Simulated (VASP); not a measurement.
Crystal: BaTe.

```
Ba Te
1.0
     0.00000    3.79673    3.79673
     3.79673    0.00000    3.79673
     3.79673    3.79673    0.00000
Ba Te
1 1
Direct
  0.00000 0.00000 0.00000
  0.25000 0.25000 0.25000
```

This cell differs from its parent crystal: strain -3.0%.

Base run:

| Item | Value |
| --- | --- |
| Program | VASP 6.6.1 |
| Functional | PBE |
| Potentials or basis | VASP PAW PBE potentials, release 64 (Ba_sv, Te) |
| Cutoff | 500 eV |
| k mesh | 6 × 6 × 6 |
| Occupations | fermi-dirac, width 0.02 eV |
| Spin | no spin polarisation |

Its results: band gap on the k mesh 2.69 eV, indirect (least direct gap 2.87 eV); pressure 2.3 GPa.

Q: The run is repeated on the same cell with these changes: functional from PBE to r2SCAN; cutoff from 500 eV to 550 eV; occupations from fermi-dirac, width 0.02 eV to gaussian, width 0.01 eV. What comes out?

A: Band gap on the k mesh 3.07 eV, indirect (least direct gap 3.14 eV); pressure 2.4 GPa.

Caveats: spin-orbit coupling is left out, which moves the levels of the heavy elements; the PAW data sets were made with another functional, which shifts forces and pressure a little (some runs).

A k mesh can miss the band edges.
